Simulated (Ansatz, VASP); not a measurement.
**Mg: VASP beside Ansatz**

```
CELL_PARAMETERS angstrom
0.00000 2.24774 2.24774
2.24774 0.00000 2.24774
2.24774 2.24774 0.00000
ATOMIC_POSITIONS crystal
Mg 0.00000 0.00000 0.00000
```

Alike in both runs: functional PBEsol; k mesh 16 × 16 × 16; occupations gaussian, width 0.1 eV; no spin polarisation.

Ansatz relaxed the structure, and its values are those at the end. VASP's run is a single point on that final structure, the one shown.

```csv
,VASP,Ansatz
version,VASP 6.6.1,Ansatz 0.2.0
potentials or method,"VASP PAW PBE potentials, release 64 (Mg), cutoff 520 eV","scalar-relativistic, plane waves, PAW"
valence electrons in the cell,2,10
```

|  | VASP | Ansatz | Ansatz less VASP |
| --- | --- | --- | --- |
| gap on the k mesh at the Fermi level (eV) | none | none | - |
| pressure (GPa) | -0.1 | -0.1 | +0.05 |

VASP's potentials were made for PBE, not for PBEsol. A gap of «none» marks a metal or a gap that the smearing closes. The functional is the same, so the differences come from potentials, cutoffs and numerics. VASP's potentials hold 2 valence electrons a cell and Ansatz's 10, so a difference there can come from the potentials and not from the codes.
